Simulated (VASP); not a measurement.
# La2O3 in VASP: further runs, part 2 of 2

VASP 6.6.1. Earlier steps stand in the parts before.

## Step 3: Single point, PBE

This run uses another cell than the first one: it holds 10 atoms, not 5.

File INCAR:

```
SYSTEM = La2O3
PREC     = Accurate       ! precision mode
ENCUT    = 520            ! plane-wave cutoff, eV
EDIFF    = 1E-7           ! SCF threshold, eV
ISMEAR   = 0              ! smearing method
SIGMA    = 0.1            ! smearing width, eV
LREAL    = .FALSE.        ! projectors in reciprocal space
LASPH    = .TRUE.         ! aspherical terms in the spheres
NELM     = 60             ! most SCF steps
ALGO     = Normal         ! electronic algorithm
ISIF     = 2              ! what is computed and relaxed
LWAVE    = .FALSE.        ! write WAVECAR
LCHARG   = .FALSE.        ! write CHGCAR
GGA      = PE             ! functional
NBANDS   = 51             ! bands
```

File KPOINTS:

```
Automatic mesh
0
G
  6 6 1
  0 0 0
```

File POSCAR:

```
La2O3
1.0
    3.9404102638      0.0000000000      0.0000000000
   -1.9702051319      3.4124953898      0.0000000000
    0.0000000000      0.0000000000     12.3750325396
La O
4 6
Direct
    0.6666666667      0.3333333333      0.3763141203
    0.6666666667      0.3333333333      0.8763141203
    0.3333333333      0.6666666667      0.1236858797
    0.3333333333      0.6666666667      0.6236858797
    0.6666666667      0.3333333333      0.1773493574
    0.6666666667      0.3333333333      0.6773493574
    0.3333333333      0.6666666667      0.3226506426
    0.3333333333      0.6666666667      0.8226506426
    0.0000000000      0.0000000000      0.0000000000
    0.0000000000      1.0000000000      0.5000000000
```

Potentials or basis: VASP PAW PBE potentials, release 64 (La, O).

Started as:

```sh
$ cat potpaw_PBE.64/La/POTCAR potpaw_PBE.64/O/POTCAR > POTCAR
$ mpirun -np 1 vasp_std > vasp.out
```

OUTCAR:

```text
SYSTEM = La2O3
   PREC = Accurate
   ENCUT = 520
   EDIFF = 1E-7
   ISMEAR = 0
   LREAL = .FALSE.
   LASPH = .TRUE.
   NELM = 60
   ISIF = 2
   GGA = PE

 ion  position               nearest neighbor table
   1  0.667  0.333  0.376-   7 2.37   7 2.37   7 2.37   5 2.46  10 2.74  10 2.74  10 2.74
   2  0.667  0.333  0.876-   8 2.37   8 2.37   8 2.37   6 2.46   9 2.74   9 2.74   9 2.74
   3  0.333  0.667  0.124-   5 2.37   5 2.37   5 2.37   7 2.46   9 2.74   9 2.74   9 2.74
   4  0.333  0.667  0.624-   6 2.37   6 2.37   6 2.37   8 2.46  10 2.74  10 2.74  10 2.74
   5  0.667  0.333  0.177-   3 2.37   3 2.37   3 2.37   1 2.46
   6  0.667  0.333  0.677-   4 2.37   4 2.37   4 2.37   2 2.46
   7  0.333  0.667  0.323-   1 2.37   1 2.37   1 2.37   3 2.46
   8  0.333  0.667  0.823-   2 2.37   2 2.37   2 2.37   4 2.46
   9  0.000  0.000  0.000-   2 2.74   3 2.74   2 2.74   3 2.74   2 2.74   3 2.74
  10  0.000  0.000  0.500-   1 2.74   4 2.74   1 2.74   4 2.74   1 2.74   4 2.74

  LATTYP: Found a hexagonal cell.
 ALAT       =     3.9404102638
 C/A-ratio  =     3.1405441848

  Lattice vectors:

 A1 = (   3.9404102638,   0.0000000000,   0.0000000000)
 A2 = (  -1.9702051319,   3.4124953898,   0.0000000000)
 A3 = (   0.0000000000,   0.0000000000,  12.3750325396)

Analysis of symmetry for initial positions (statically):
=====================================================================
 Subroutine PRICEL returns following result:

  LATTYP: Found a hexagonal cell.
 ALAT       =     3.9404102638
 C/A-ratio  =     1.5702720924

  Lattice vectors:

 A1 = (   3.9404102638,   0.0000000000,   0.0000000000)
 A2 = (  -1.9702051319,   3.4124953898,   0.0000000000)
 A3 = (   0.0000000000,   0.0000000000,   6.1875162698)

   2 primitive cells build up your supercell.

 Routine SETGRP: Setting up the symmetry group for a
 hexagonal supercell.

 Subroutine GETGRP returns: Found 12 space group operations
[... 141 lines left out ...]
   GGA     = PE    functional components
   LHFCALC =     F    Hartree Fock is set to
   AEXX    =    0.0000 exact exchange contribution
   IVDW    =     0    specifies the selected vdW correction
   LEPSILON=     F    determine dielectric tensor
   LRPA    =     F    only Hartree local field effects (RPA)
 non-spin polarized calculation
 Gauss-broadening in eV      SIGMA  =   0.10
  energy-cutoff  :      520.00
  volume of cell :      166.40
 maximum number of plane-waves:      4505
 NGX is ok and might be reduce to    30

 number of electron      79.9999976 magnetization

 Free energy of the ion-electron system (eV)
  ---------------------------------------------------
  ext. energy  EPLUGINS =         0.00000000
  ---------------------------------------------------
  free energy    TOTEN  =       -83.64540694 eV

  energy without entropy =      -83.64540694  energy(sigma->0) =      -83.64540694

 E-fermi :   6.3113     XC(G=0): -10.3857

 val. band max:        5.8002895842   @ k =   0.5000   0.0000   0.0000
 cond. band min:       9.6522600442   @ k =   0.5000   0.0000   0.0000
 fundamental gap:      3.8519704599
 Fermi energy:         6.3112934004

 k-point     1 :       0.0000    0.0000    0.0000
  band No.  band energies     occupation
      1     -24.0564      2.00000
      2     -23.9643      2.00000
      3     -23.9334      2.00000
      4     -23.8375      2.00000
      5     -11.0732      2.00000
      6     -10.8908      2.00000
[... 367 lines left out ...]
     50      11.0838      0.00000
     51      11.1020      0.00000

------------------------ aborting loop because EDIFF is reached ----------------------------------------

  FORCE on cell =-STRESS in cart. coord.  units (eV):
  Direction    XX          YY          ZZ          XY          YZ          ZX
  --------------------------------------------------------------------------------------
  -------------------------------------------------------------------------------------
  Total       -0.3715233     -0.3715233     -0.1247103      0.0000000     -0.0000000      0.0000000
  in kB       -3.5771468     -3.5771468     -1.2007509      0.0000000     -0.0000000      0.0000000
  external PRESSURE =      -2.7850148 kB  Pullay stress =       0.0000000 kB

 VOLUME and BASIS-vectors are now :
 -----------------------------------------------------------------------------
  energy-cutoff  :      520.00
  volume of cell :      166.40
      direct lattice vectors                 reciprocal lattice vectors
     3.940410264  0.000000000  0.000000000     0.253780681  0.146520344  0.000000000
    -1.970205132  3.412495390  0.000000000     0.000000000  0.293040689  0.000000000
     0.000000000  0.000000000 12.375032540     0.000000000  0.000000000  0.080807868

 POSITION                                       TOTAL-FORCE (eV/Angst)
 -----------------------------------------------------------------------------------
      1.97021      1.13750      4.65690        -0.000000      0.000000     -0.018213
      1.97021      1.13750     10.84442        -0.000000      0.000000     -0.018213
     -0.00000      2.27500      1.53062         0.000000     -0.000000      0.018213
     -0.00000      2.27500      7.71813         0.000000     -0.000000      0.018213
      1.97021      1.13750      2.19470         0.000000      0.000000     -0.005540
      1.97021      1.13750      8.38222         0.000000      0.000000     -0.005540
     -0.00000      2.27500      3.99281         0.000000     -0.000000      0.005540
     -0.00000      2.27500     10.18033         0.000000      0.000000      0.005540
      0.00000      0.00000      0.00000        -0.000000     -0.000000     -0.000000
      0.00000      0.00000      6.18752        -0.000000     -0.000000     -0.000000
 -----------------------------------------------------------------------------------
    total drift:                               -0.000000      0.000000      0.000000

  FREE ENERGIE OF THE ION-ELECTRON SYSTEM (eV)
  ---------------------------------------------------
  free  energy   TOTEN  =       -83.6454069422 eV

  energy  without entropy=      -83.6454069422  energy(sigma->0) =      -83.64540694
```

It took 5 min on 1 thread of Intel Xeon 8259CL, shared host; peak memory 0.3 GiB.

Results:

```yaml
Free_energy: -83.6454 eV
Pressure: -0.3 GPa
Largest_force: 0.018 eV/Å
Band_gap_on_the_k_mesh: 3.85 eV
```

Forces in eV/Å, atoms in the order of the input:
```
La   0.000  0.000 -0.018
La   0.000  0.000 -0.018
La   0.000  0.000  0.018
La   0.000  0.000  0.018
O    0.000  0.000 -0.006
O    0.000  0.000 -0.006
O    0.000  0.000  0.006
O    0.000  0.000  0.006
O    0.000  0.000  0.000
O    0.000  0.000  0.000
```

Caveat: the k points lie up to 0.51 Å⁻¹ apart; spin-orbit coupling is left out, which moves the levels of the heavy elements.

## Step 4: Relaxation of cell and atoms, PBE

This run uses another cell than the first one, of 16.36 Å³/atom.

File INCAR:

```
PREC = Accurate
ENCUT = 600
EDIFF = 1E-6
ISMEAR = 0
SIGMA = 0.02
LREAL = F
LASPH = T
NELM = 80
ALGO = Normal
ISIF = 3
LWAVE = F
LCHARG = F
GGA = PE
IBRION = 2
NSW = 100
EDIFFG = -0.01
```

File KPOINTS:

```
Automatic mesh
0
Gamma
  6 6 4
```

File POSCAR:

```
La2O3
1.0
    3.9307778600      0.0000000000      0.0000000000
   -1.9653889300      3.4041534800      0.0000000000
    0.0000000000      0.0000000000      6.1119537400
La O
2 3
Direct
    0.6666666700      0.3333333300      0.7537643300
    0.3333333300      0.6666666700      0.2462356700
    0.6666666700      0.3333333300      0.3541093500
    0.3333333300      0.6666666700      0.6458906500
    0.0000000000      0.0000000000      0.0000000000
```

Started as:

```sh
$ cat potpaw_PBE.64/La/POTCAR potpaw_PBE.64/O/POTCAR > POTCAR
$ mpirun -np 1 vasp_std > vasp.out
```

It took 11 min on 1 thread of Intel Xeon 8259CL, shared host; peak memory 0.26 GiB.

Results (log left out):

```yaml
Free_energy: -41.8309 eV
Relaxed_volume: 16.59 Å³/atom
Relaxed_cell: a = 3.937 Å, b = 3.937 Å, c = 6.179 Å, α = 90.00°, β = 90.00°, γ = 120.00°
Space_group_after_relaxing_to_0.1_Å: P-3m1 (No. 164)
Energy_gained_by_relaxing: 1.1 meV/atom
Ionic_steps: 11
Pressure_after_relaxing: 0.0 GPa
Largest_force_after_relaxing: 0.009 eV/Å
Band_gap_on_the_k_mesh: 3.86 eV (least direct gap 3.98 eV)
```

Forces on the atoms (eV/Å):
```
La   0.000  0.000 -0.005
La   0.000  0.000  0.005
O    0.000  0.000  0.009
O    0.000  0.000 -0.009
O    0.000  0.000  0.000
```

The path:
```csv
step,energy change (eV),largest force (eV/Å),pressure (GPa),volume (Å³)
1,0.0000,0.0122,1.46,81.78
2,-0.0010,0.1575,-1.29,83.57
3,-0.0043,0.0853,-0.03,82.73
4,-0.0052,0.0166,-0.03,82.83
5,-0.0054,0.0264,-0.03,82.89
6,-0.0054,0.0291,-0.01,82.90
7,-0.0054,0.0388,-0.01,82.92
8,-0.0054,0.0319,-0.01,82.90
9,-0.0056,0.0244,-0.01,82.91
10,-0.0056,0.0178,0.00,82.92
11,-0.0057,0.0086,0.00,82.93
```

Final structure:
```
CELL_PARAMETERS angstrom
3.93651 0.00000 0.00000
-1.96826 3.40912 0.00000
0.00000 0.00000 6.17938
ATOMIC_POSITIONS crystal
La 0.66667 0.33333 0.75282
La 0.33333 0.66667 0.24718
O 0.66667 0.33333 0.35439
O 0.33333 0.66667 0.64561
O 0.00000 0.00000 0.00000
```

Levels at points of the mesh, in eV from the valence-band top:
```tsv
k point	band 17	band 18	band 19	band 20	band 21	band 22	band 23	band 24
(0.00, 0.00, 0.00)	-1.62	-0.34	-0.34	-0.09	4.28	4.62	4.62	5.08
(0.50, 0.00, 0.00)	-0.71	-0.64	-0.40	-0.28	3.86	4.69	5.12	5.17
(0.00, 0.00, 0.50)	-0.97	-0.75	-0.26	-0.26	4.67	4.74	4.74	4.89
(0.50, 0.00, 0.50)	-0.94	-0.68	-0.35	0.00	4.38	4.60	5.02	5.15
```

Caveat: spin-orbit coupling is left out, which moves the levels of the heavy elements.

## Step 5: Single point, PBE

This run uses another cell than the first one: it holds 10 atoms, not 5.

File INCAR:

```
  PREC = Accurate
  ENCUT = 520
  EDIFF = 1E-6
  ISMEAR = 0
  SIGMA = 0.1
  LREAL = False
  LASPH = True
  NELM = 60
  ALGO = Normal
  ISIF = 2
  LWAVE = False
  LCHARG = True
  GGA = PE
  LELF = True
  LVHAR = True
  NBANDS = 51
```

File KPOINTS:

```
regular mesh
0
Gamma
  6 6 1
```

File POSCAR:

```
La2O3
1.0
    3.9496628734      0.0035733301     -0.0012800362
   -1.9716053062      3.4020204303     -0.0052483325
   -0.0036196564     -0.0210899343     12.3974604894
La O
4 6
Direct
    0.6683273522      0.3353802975      0.3761527537
    0.6681405602      0.3353777696      0.8761847662
    0.3318628407      0.6646374424      0.1237735124
    0.3316794574      0.6645622662      0.6237984564
    0.6670193256      0.3336267108      0.1774261796
    0.6667892427      0.3336132001      0.6774558620
    0.3332069722      0.6663855323      0.3225640162
    0.3329720627      0.6663837313      0.8226075429
    0.0000272359     -0.0000041750      0.0000228768
   -0.0000250496      1.0000372249      0.5000140340
```

Started as:

```sh
$ cat potpaw_PBE.64/La/POTCAR potpaw_PBE.64/O/POTCAR > POTCAR
$ mpirun -np 1 vasp_std > vasp.out
```

It took 10 min on 1 thread of Intel Xeon 8259CL, shared host; peak memory 0.36 GiB.

The run converged. Its results:

* Free energy: -83.6451 eV
* Pressure: -0.4 GPa
* Largest force: 0.008 eV/Å
* Band gap on the k mesh: 3.84 eV

Forces on the atoms (eV/Å):
```
La   0.000  0.000 -0.005
La  -0.001  0.000 -0.005
La   0.000  0.000  0.008
La   0.000  0.001  0.007
O   -0.001  0.000 -0.005
O    0.001 -0.001 -0.006
O   -0.001  0.000  0.004
O    0.001  0.000  0.002
O    0.000  0.000  0.000
O    0.000  0.000  0.000
```

Stress tensor (GPa, compression positive):
```
-0.52 -0.05 -0.03
-0.05 -0.37  0.03
-0.03  0.03 -0.32
```

Levels at points of the mesh, in eV from the valence-band top:
```csv
k point,band 36,band 37,band 38,band 39,band 40,band 41,band 42,band 43,band 44,band 45
"(0.00, 0.00, 0.00)",-0.34,-0.33,-0.26,-0.25,-0.08,4.26,4.62,4.64,4.65,4.72
"(0.50, 0.00, 0.00)",-0.65,-0.39,-0.35,-0.29,0.00,3.84,4.36,4.57,4.67,5.01
"(0.00, 0.50, 0.00)",-0.63,-0.39,-0.34,-0.28,0.00,3.86,4.36,4.60,4.68,5.00
"(0.50, 0.50, 0.00)",-0.64,-0.39,-0.35,-0.28,0.00,3.85,4.36,4.58,4.67,5.01
```

Caveat: the k points lie up to 0.51 Å⁻¹ apart; spin-orbit coupling is left out, which moves the levels of the heavy elements. A k mesh can miss the band edges.

## Step 6: Overview

```tsv
task	level	potentials or basis	cell	k mesh	cutoff (eV)	smearing	gap on the mesh (eV)	pressure (GPa)	largest force (eV/Å)
single point	LDA	VASP PAW LDA potentials, release 64 (La, O)	a = 3.940, b = 3.940, c = 6.188 Å, angles 90.0, 90.0, 120.0°, 5 atoms, atomic positions A	6 × 6 × 4	520	gaussian 0.02 eV	3.73	-8.0	0.18
single point	PBE	VASP PAW PBE potentials, release 64 (La, O)	a = 3.940, b = 3.940, c = 12.375 Å, angles 90.0, 90.0, 120.0°, 10 atoms, atomic positions B	6 × 6 × 1	520	gaussian 0.1 eV	3.85	-0.3	0.02
relaxation of cell and atoms	PBE	VASP PAW PBE potentials, release 64 (La, O)	relaxed from a = 3.931, b = 3.931, c = 6.112 Å, angles 90.0, 90.0, 120.0°, 5 atoms, atomic positions C	6 × 6 × 4	600	gaussian 0.02 eV	3.86	0.0	0.01
single point	PBE	VASP PAW PBE potentials, release 64 (La, O)	a = 3.950, b = 3.932, c = 12.397 Å, angles 90.2, 90.0, 120.0°, 10 atoms, atomic positions D	6 × 6 × 1	520	gaussian 0.1 eV	3.84	-0.4	0.01
```

Alike in all rows: no spin polarisation.

Caveats: some runs use coarse meshes; spin-orbit coupling is left out, which moves the levels of the heavy elements; the cell stands under tension (at least some runs).

Absolute energies hang on the potentials; compare differences alone.
